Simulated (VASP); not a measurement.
# Ta4S in VASP: a series of runs

Runs on Ta4S. Level: LDA. Tasks: single point.

Everything below comes from runs of VASP 6.6.1. Logs are shortened: lines on timing, memory, paths and dates and some standing lists are left out, and cuts for length are marked.

### Step 1. The cell of the first run

The cell holds a slab with vacuum, 5 atoms: a = 3.253 Å, b = 3.253 Å, c = 20.213 Å, α = 90.00°, β = 90.00°, γ = 90.00°.

### Step 2. Single point, LDA

Input file INCAR:

```
SYSTEM = Ta4S
  PREC = Accurate
  ENCUT = 520
  EDIFF = 1E-6
  ISMEAR = 0
  SIGMA = 0.1
  LREAL = .False.
  LASPH = .True.
  NELM = 80
  ALGO = Normal
  ISIF = 2
  LWAVE = .False.
  LCHARG = .False.
  LDIPOL = .True.
  IDIPOL = 3
  DIPOL = 0.5 0.5 0.366
  GGA = CA
  NBANDS = 33
```

Input file KPOINTS:

```
regular mesh
0
Gamma
  8 8 1
  0 0 0
```

Input file POSCAR:

```
Ta4S
1.0
    3.2528501163      0.0000000000      0.0000000000
    0.0000000000      3.2528501163      0.0000000000
    0.0000000000      0.0000000000     20.2133955625
Ta S
4 1
Direct
    0.5000000000      0.5000000000      0.1978885728
    0.0000000000      0.0000000000      0.2783513062
    0.5000000000      0.5000000000      0.3580225063
    0.0000000000      0.2244452282      0.4576602819
    0.0000000000      0.7500000000      0.5396186912
```

Potentials or basis: VASP PAW LDA potentials, release 64 (Ta_pv, S).

Command:

```sh
> cat potpaw_LDA.64/Ta_pv/POTCAR potpaw_LDA.64/S/POTCAR > POTCAR
> mpirun -np 1 vasp_std > vasp.out
```

OUTCAR:

```text
SYSTEM = Ta4S
   PREC = Accurate
   ENCUT = 520
   EDIFF = 1E-6
   ISMEAR = 0
   LREAL = .False.
   LASPH = .True.
   NELM = 80
   ISIF = 2
   GGA = CA

 ion  position               nearest neighbor table
   1  0.500  0.500  0.198-   2 2.82   2 2.82   2 2.82   2 2.82   3 3.24
   2  0.000  0.000  0.278-   3 2.81   3 2.81   3 2.81   3 2.81   1 2.82   1 2.82   1 2.82   1 2.82

   3  0.500  0.500  0.358-   4 2.74   4 2.74   2 2.81   2 2.81   2 2.81   2 2.81   1 3.24   4 3.50
                             4 3.50
   4  0.000  0.224  0.458-   5 2.26   5 2.38   3 2.74   3 2.74   3 3.50   3 3.50
   5  0.000  0.750  0.540-   4 2.26   4 2.38

  LATTYP: Found a simple tetragonal cell.
 ALAT       =     3.2528501163
 C/A-ratio  =     6.2140568547

  Lattice vectors:

 A1 = (   3.2528501163,   0.0000000000,   0.0000000000)
 A2 = (   0.0000000000,   3.2528501163,   0.0000000000)
 A3 = (   0.0000000000,   0.0000000000,  20.2133955625)

Analysis of symmetry for initial positions (statically):
=====================================================================
 Subroutine PRICEL returns:
 Original cell was already a primitive cell.

 Routine SETGRP: Setting up the symmetry group for a
 simple tetragonal supercell.

 Subroutine GETGRP returns: Found  2 space group operations
 (whereof  2 operations were pure point group operations)
 out of a pool of 16 trial point group operations.

The static configuration has the point symmetry C_1h.

Analysis of symmetry for dynamics (positions and initial velocities):
=====================================================================
 Subroutine PRICEL returns:
 Original cell was already a primitive cell.

 Routine SETGRP: Setting up the symmetry group for a
 simple tetragonal supercell.

 Subroutine GETGRP returns: Found  2 space group operations
 (whereof  2 operations were pure point group operations)
 out of a pool of 16 trial point group operations.

The dynamic configuration has the point symmetry C_1h.

 Subroutine INISYM returns: Found  2 space group operations
 (whereof  2 operations are pure point group operations),
 and found     1 'primitive' translations

----------------------------------------------------------------------------------------

                                     Primitive cell

  volume of cell :     213.8786

  direct lattice vectors                    reciprocal lattice vectors
     3.252850116  0.000000000  0.000000000     0.307422711  0.000000000  0.000000000
     0.000000000  3.252850116  0.000000000     0.000000000  0.307422711  0.000000000
     0.000000000  0.000000000 20.213395563     0.000000000  0.000000000  0.049472143

  length of vectors
     3.252850116  3.252850116 20.213395563     0.307422711  0.307422711  0.049472143

  position of ions in fractional coordinates (direct lattice)
     0.500000000  0.500000000  0.197888573
     0.000000000  0.000000000  0.278351306
     0.500000000  0.500000000  0.358022506
     0.000000000  0.224445228  0.457660282
     0.000000000  0.750000000  0.539618691

  ion indices of the primitive-cell ions
   primitive index   ion index
                 1           1
                 2           2
                 3           3
                 4           4
                 5           5

----------------------------------------------------------------------------------------

 KPOINTS: regular mesh

Automatic generation of k-mesh.
 Grid dimensions read from file:
 generate k-points for:    8    8    1

 Generating k-lattice:

  Cartesian coordinates                     Fractional coordinates (reciprocal lattice)
     0.038427839  0.000000000  0.000000000     0.125000000  0.000000000  0.000000000
     0.000000000  0.038427839  0.000000000     0.000000000  0.125000000  0.000000000
     0.000000000  0.000000000  0.049472143     0.000000000  0.000000000  1.000000000

  Length of vectors
     0.038427839  0.038427839  0.049472143

  Shift w.r.t. Gamma in fractional coordinates (k-lattice)
     0.000000000  0.000000000  0.000000000

 Subroutine IBZKPT returns following result:
 ===========================================

 Found     25 irreducible k-points:

 Following reciprocal coordinates:
            Coordinates               Weight
  0.000000  0.000000  0.000000      1.000000
  0.125000  0.000000  0.000000      2.000000
  0.000000  0.125000  0.000000      2.000000
  0.250000  0.000000  0.000000      2.000000
  0.000000  0.250000  0.000000      2.000000
  0.375000  0.000000  0.000000      2.000000
[... 16 lines left out ...]
  0.500000  0.375000  0.000000      2.000000
 -0.375000  0.500000  0.000000      2.000000
   k-points           NKPTS =     25   k-points in BZ     NKDIM =     25   number of bands    NBANDS=     33
   number of dos      NEDOS =    301   number of ions     NIONS =      5
   total plane-waves  NPLWV =  86400
   dimension x,y,z NGX =    24 NGY =   24 NGZ =  150
   dimension x,y,z NGXF=    48 NGYF=   48 NGZF=  300
   ions per type =               4   1
   NGX,Y,Z   is equivalent  to a cutoff of  12.27, 12.27, 12.34 a.u.
   NGXF,Y,Z  is equivalent  to a cutoff of  24.53, 24.53, 24.67 a.u.
 SYSTEM =  Ta4S
   PREC   = accura    normal or accurate (medium, high low for compatibility)
   ISTART =      0    job   : 0-new  1-cont  2-samecut
   ICHARG =      2    charge: 1-file 2-atom 10-const
   ISPIN  =      1    spin polarized calculation?
   LNONCOLLINEAR =      F non collinear calculations
   LSORBIT =      F    spin-orbit coupling
   LASPH  =      T    aspherical Exc in radial PAW
   ENCUT  =  520.0 eV  38.22 Ry    6.18 a.u.   6.05  6.05 37.58*2*pi/ulx,y,z
   NELM   =     80;   NELMIN=  2; NELMDL= -5     # of ELM steps
   EDIFF  = 0.1E-05   stopping-criterion for ELM
   LREAL  =      F    real-space projection
   EDIFFG = 0.1E-04   stopping-criterion for IOM
   NSW    =      0    number of steps for IOM
   IBRION =     -1    ionic relax: 0-MD 1-quasi-New 2-CG
   NFREE  =      0    steps in history (QN), initial steepest desc. (CG)
   ISIF   =      2    stress and relaxation
   ISYM   =      2    0-nonsym 1-usesym 2-fastsym
   POTIM  = 0.5000    time-step for ionic-motion
   TEBEG  =    0.0;   TEEND  =   0.0 temperature during run
   PSTRESS=    0.0 pullay stress
   NELECT =      50.0000    total number of electrons
   NUPDOWN=      -1.0000    fix difference up-down
   EMIN   =  10.00;   EMAX   =-10.00  energy-range for DOS
   EFERMI =   0.00;   METHOD = LEGACY
   ISMEAR =     0;   SIGMA  =   0.10  broadening in eV -4-tet -1-fermi 0-gaus
   EFERMI_NEDOS =   21; number of points for ismear=-14 and -15
   IALGO  =     38    algorithm
   IMIX   =      4    mixing-type and parameters
     AMIX     =   0.40;   BMIX     =  1.00
     AMIX_MAG =   1.60;   BMIX_MAG =  1.00
  volume/ion in A,a.u.               =      42.78       288.66
  Fermi-wavevector in a.u.,A,eV,Ry     =   1.008500  1.905788 13.838096  1.017071
  Thomas-Fermi vector in A             =   2.141370
   LORBIT       =      0    0 simple, 1 ext, 2 COOP (PROOUT), +10 PAW based schemes
   GGA     = CA    functional components
   LHFCALC =     F    Hartree Fock is set to
   AEXX    =    0.0000 exact exchange contribution
   IVDW    =     0    specifies the selected vdW correction
   LEPSILON=     F    determine dielectric tensor
   LRPA    =     F    only Hartree local field effects (RPA)
 non-spin polarized calculation
 Gauss-broadening in eV      SIGMA  =   0.10
  energy-cutoff  :      520.00
  volume of cell :      213.88
 maximum number of plane-waves:      5812
   NGX = 13   NGY = 13   NGZ = 75

 dipolmoment           0.000000      0.000000     -0.044630 electrons x Angstroem

 number of electron      50.0000006 magnetization

 dipolmoment           0.000000      0.000000      0.085835 electrons x Angstroem

 Free energy of the ion-electron system (eV)
  ---------------------------------------------------
  ext. energy  EPLUGINS =         0.00000000
  ---------------------------------------------------
  free energy    TOTEN  =       -53.61702592 eV

  energy without entropy =      -53.59713158  energy(sigma->0) =      -53.60707875

 E-fermi :  -0.3618     XC(G=0):  -6.2410

 val. band max:       -0.3698865157   @ k =   0.0000   0.2500   0.0000
 cond. band min:      -0.3579134897   @ k =   0.0000   0.0000   0.0000
 fundamental gap:      0.0119730260
 Fermi energy:        -0.3618269621

 k-point     1 :       0.0000    0.0000    0.0000
  band No.  band energies     occupation
      1     -34.9906      2.00000
      2     -34.7829      2.00000
      3     -34.7818      2.00000
      4     -34.7340      2.00000
      5     -34.4802      2.00000
      6     -34.4549      2.00000
[... 25 lines left out ...]
     32       2.2677      0.00000
     33       2.7951      0.00000

 k-point     2 :       0.1250    0.0000    0.0000
  band No.  band energies     occupation
      1     -34.9980      2.00000
      2     -34.8344      2.00000
      3     -34.7701      2.00000
      4     -34.7218      2.00000
      5     -34.5348      2.00000
      6     -34.4509      2.00000
[... 25 lines left out ...]
     32       2.2981      0.00000
     33       2.3859      0.00000
[... 754 lines left out ...]
     32       3.3974      0.00000
     33       3.6926      0.00000

 k-point    24 :      -0.3750    0.5000    0.0000
  band No.  band energies     occupation
      1     -35.0469      2.00000
      2     -35.0418      2.00000
      3     -34.8992      2.00000
      4     -34.7854      2.00000
      5     -34.7151      2.00000
      6     -34.5942      2.00000
[... 25 lines left out ...]
     32       3.5923      0.00000
     33       3.9992      0.00000

 [... further k-points ...]

------------------------ aborting loop because EDIFF is reached ----------------------------------------

 vacuum level on the upper side and lower side of the slab       (xc-potential included)         0.542        -0.896

  FORCE on cell =-STRESS in cart. coord.  units (eV):
  Direction    XX          YY          ZZ          XY          YZ          ZX
  --------------------------------------------------------------------------------------
  -------------------------------------------------------------------------------------
  Total       -5.4181688     -5.2166545     -3.8034312      0.0000000     -3.7832093      0.0000000
  in kB      -40.5878209    -39.0782651    -28.4917265      0.0000000    -28.3402429      0.0000000
  external PRESSURE =     -36.0526041 kB  Pullay stress =       0.0000000 kB

 VOLUME and BASIS-vectors are now :
 -----------------------------------------------------------------------------
  energy-cutoff  :      520.00
  volume of cell :      213.88
      direct lattice vectors                 reciprocal lattice vectors
     3.252850116  0.000000000  0.000000000     0.307422711  0.000000000  0.000000000
     0.000000000  3.252850116  0.000000000     0.000000000  0.307422711  0.000000000
     0.000000000  0.000000000 20.213395563     0.000000000  0.000000000  0.049472143

 POSITION                                       TOTAL-FORCE (eV/Angst)
 -----------------------------------------------------------------------------------
      1.62643      1.62643      4.00000         0.000000     -0.023653      1.691509
      0.00000      0.00000      5.62643         0.000000      0.093520     -0.963018
      1.62643      1.62643      7.23685         0.000000      0.939299     -0.766842
      0.00000      0.73009      9.25087         0.000000      0.002951     -0.004217
      0.00000      2.43964     10.90753         0.000000     -1.012116      0.042569
 -----------------------------------------------------------------------------------
    total drift:                                0.000000      0.000248      0.000074

  FREE ENERGIE OF THE ION-ELECTRON SYSTEM (eV)
  ---------------------------------------------------
  free  energy   TOTEN  =       -53.6170259202 eV

  energy  without entropy=      -53.5971315832  energy(sigma->0) =      -53.60707875

 vacuum level on the upper side and lower side of the slab         5.199         3.697
```

It took 4.7 min on 1 thread of Intel Xeon Platinum 8375C at 2.90GHz (Ice Lake), shared host; peak memory 0.31 GiB.

What came out:

```
Free energy            : -53.6170 eV
Largest force          : 1.692 eV/Å
Band gap on the k mesh : zero (bands 25 and 26 overlap by 0.38 eV)
```

Forces on the atoms (eV/Å):
```
Ta   0.000 -0.024  1.692
Ta   0.000  0.094 -0.963
Ta   0.000  0.939 -0.767
Ta   0.000  0.003 -0.004
S    0.000 -1.012  0.043
```

Caveat: spin-orbit coupling is left out, which moves the levels of the heavy elements.

### Step 3. Single point, LDA

Input file INCAR:

```
PREC = Accurate ; ENCUT = 520
EDIFF = 1E-7 ; ISMEAR = 0
SIGMA = 0.1 ; LREAL = F
LASPH = T ; NELM = 80
ALGO = Normal ; ISIF = 2
LWAVE = F ; LCHARG = F
LDIPOL = T ; IDIPOL = 3
DIPOL = 0.5 0.5 0.357 ; NBANDS = 33
```

Input file KPOINTS:

```
regular mesh
0
Gamma
  8 8 1
```

Changes to POSCAR since step 2:

```diff
@@ -11,3 +11,3 @@
     0.5000000000      0.5000000000      0.3580225063
-    0.0000000000      0.2244452282      0.4576602819
-    0.0000000000      0.7500000000      0.5396186912
+   -0.2049548754      0.0000000000      0.4509668889
+    0.2500000000      0.5000000000      0.4990603963
```

Potentials or basis: VASP PAW LDA potentials, release 64 (Ta_pv, S).

Command:

```sh
> cat potpaw_LDA.64/Ta_pv/POTCAR potpaw_LDA.64/S/POTCAR > POTCAR
> mpirun -np 1 vasp_std > vasp.out
```

OUTCAR:

```text
PREC = Accurate
   ENCUT = 520
   EDIFF = 1E-7
   ISMEAR = 0
   LREAL = F
   LASPH = T
   NELM = 80
   ISIF = 2

 ion  position               nearest neighbor table
   1  0.500  0.500  0.198-   2 2.82   2 2.82   2 2.82   2 2.82   3 3.24
   2  0.000  0.000  0.278-   3 2.81   3 2.81   3 2.81   3 2.81   1 2.82   1 2.82   1 2.82   1 2.82
                             4 3.55
   3  0.500  0.500  0.358-   4 2.66   4 2.66   2 2.81   2 2.81   2 2.81   2 2.81   5 2.96   1 3.24
                             4 3.38   4 3.38
   4  0.795  0.000  0.451-   5 2.40   5 2.40   5 2.59   5 2.59   3 2.66   3 2.66   3 3.38   3 3.38
                             2 3.55
   5  0.250  0.500  0.499-   4 2.40   4 2.40   4 2.59   4 2.59   3 2.96

[... 1074 lines left out ...]
  Total       -4.1148544     -2.6358512     -3.5327182      0.0000000      0.0000000      4.9463738
  in kB      -30.8246158    -19.7453161    -26.4637995      0.0000000      0.0000000     37.0535768
  external PRESSURE =     -25.6779105 kB  Pullay stress =       0.0000000 kB

 VOLUME and BASIS-vectors are now :
 -----------------------------------------------------------------------------
  energy-cutoff  :      520.00
  volume of cell :      213.88
      direct lattice vectors                 reciprocal lattice vectors
     3.252850116  0.000000000  0.000000000     0.307422711  0.000000000  0.000000000
     0.000000000  3.252850116  0.000000000     0.000000000  0.307422711  0.000000000
     0.000000000  0.000000000 20.213395563     0.000000000  0.000000000  0.049472143

 POSITION                                       TOTAL-FORCE (eV/Angst)
 -----------------------------------------------------------------------------------
      1.62643      1.62643      4.00000         0.102354      0.000000      1.610045
      0.00000      0.00000      5.62643        -0.027299      0.000000     -0.977561
      1.62643      1.62643      7.23685        -1.907308      0.000000     -0.683780
      2.58616      0.00000      9.11557        -0.011253      0.000000      0.010494
      0.81321      1.62643     10.08771         1.843507      0.000000      0.040802
 -----------------------------------------------------------------------------------
    total drift:                               -0.000074      0.000000     -0.000315

  FREE ENERGIE OF THE ION-ELECTRON SYSTEM (eV)
  ---------------------------------------------------
  free  energy   TOTEN  =       -54.8905446551 eV

  energy  without entropy=      -54.8719392227  energy(sigma->0) =      -54.88124194

 vacuum level on the upper side and lower side of the slab         4.393         4.307
```

Run time: 5.2 min. Hardware: 1 thread of Intel Xeon Platinum 8375C at 2.90GHz (Ice Lake), shared host; peak memory 0.31 GiB.

Results:

- Free energy: -54.8905 eV
- Largest force: 2.026 eV/Å
- Band gap on the k mesh: zero (bands 25 and 26 overlap by 0.44 eV)

Forces on the atoms (eV/Å):
```
Ta   0.102  0.000  1.610
Ta  -0.027  0.000 -0.978
Ta  -1.907  0.000 -0.684
Ta  -0.011  0.000  0.010
S    1.844  0.000  0.041
```

Levels at points of the mesh, in eV from the Fermi level:
```csv
k point,band 22,band 23,band 24,band 25,band 26,band 27,band 28,band 29
"(0.00, 0.00, 0.00)",-1.50,-0.35,-0.18,0.30,0.53,0.85,0.91,1.39
"(0.50, 0.00, 0.00)",-1.53,-1.19,-0.69,-0.58,0.06,0.63,1.31,1.53
"(0.00, 0.50, 0.00)",-1.34,-0.96,-0.86,-0.57,-0.07,0.42,1.13,1.42
"(0.50, 0.50, 0.00)",-1.79,-1.67,-0.26,-0.20,1.58,2.16,2.27,2.47
```

Caveat: spin-orbit coupling is left out, which moves the levels of the heavy elements.

### Step 4. Single point, LDA

Input file INCAR:

```
ALGO     = Normal         # electronic algorithm
DIPOL    = 0.5 0.5 0.357
EDIFF    = 1E-6           # SCF threshold, eV
ENCUT    = 520            # plane-wave cutoff, eV
IDIPOL   = 3            
ISIF     = 2              # what is computed and relaxed
ISMEAR   = 0              # smearing method
LASPH    = True           # aspherical terms in the spheres
LCHARG   = False          # write CHGCAR
LDIPOL   = True         
LREAL    = False          # projectors in reciprocal space
LWAVE    = False          # write WAVECAR
NBANDS   = 33             # bands
NELM     = 80             # most SCF steps
PREC     = Accurate       # precision mode
SIGMA    = 0.1            # smearing width, eV
```

Input file KPOINTS:

```
k-points
0
Gamma
  8 8 1
```

Changes to POSCAR since step 3:

```diff
@@ -11,3 +11,3 @@
     0.5000000000      0.5000000000      0.3580225063
-   -0.2049548754      0.0000000000      0.4509668889
-    0.2500000000      0.5000000000      0.4990603963
+    0.2048517410      0.0000000000      0.4509482882
+    0.7500000000      0.5000000000      0.4990413216
```

Command:

```sh
> cat potpaw_LDA.64/Ta_pv/POTCAR potpaw_LDA.64/S/POTCAR > POTCAR
> mpirun -np 1 vasp_std > vasp.out
```

Run time: 4.3 min. Hardware: 1 thread of Intel Xeon Platinum 8375C at 2.90GHz (Ice Lake), shared host; peak memory 0.32 GiB.

Results (log left out):

```
Free energy            : -54.8905 eV
Largest force          : 2.028 eV/Å
Band gap on the k mesh : zero (bands 25 and 26 overlap by 0.44 eV)
```

Forces on the atoms (eV/Å):
```
Ta  -0.102  0.000  1.610
Ta   0.027  0.000 -0.977
Ta   1.909  0.000 -0.685
Ta   0.013  0.000  0.011
S   -1.847  0.000  0.041
```

Levels at points of the mesh, in eV from the Fermi level:
```tsv
k point	band 21	band 22	band 23	band 24	band 25	band 26	band 27	band 28	band 29	band 30
(0.00, 0.00, 0.00)	-2.81	-1.50	-0.35	-0.18	0.30	0.53	0.85	0.91	1.39	1.47
(0.50, 0.00, 0.00)	-1.72	-1.53	-1.19	-0.69	-0.58	0.06	0.63	1.31	1.53	1.72
(0.00, 0.50, 0.00)	-1.65	-1.34	-0.96	-0.86	-0.57	-0.07	0.42	1.13	1.42	1.81
(0.50, 0.50, 0.00)	-2.17	-1.79	-1.67	-0.26	-0.20	1.58	2.16	2.27	2.47	2.91
```

Caveat: spin-orbit coupling is left out, which moves the levels of the heavy elements.

(Continued in part 2 of 2.)
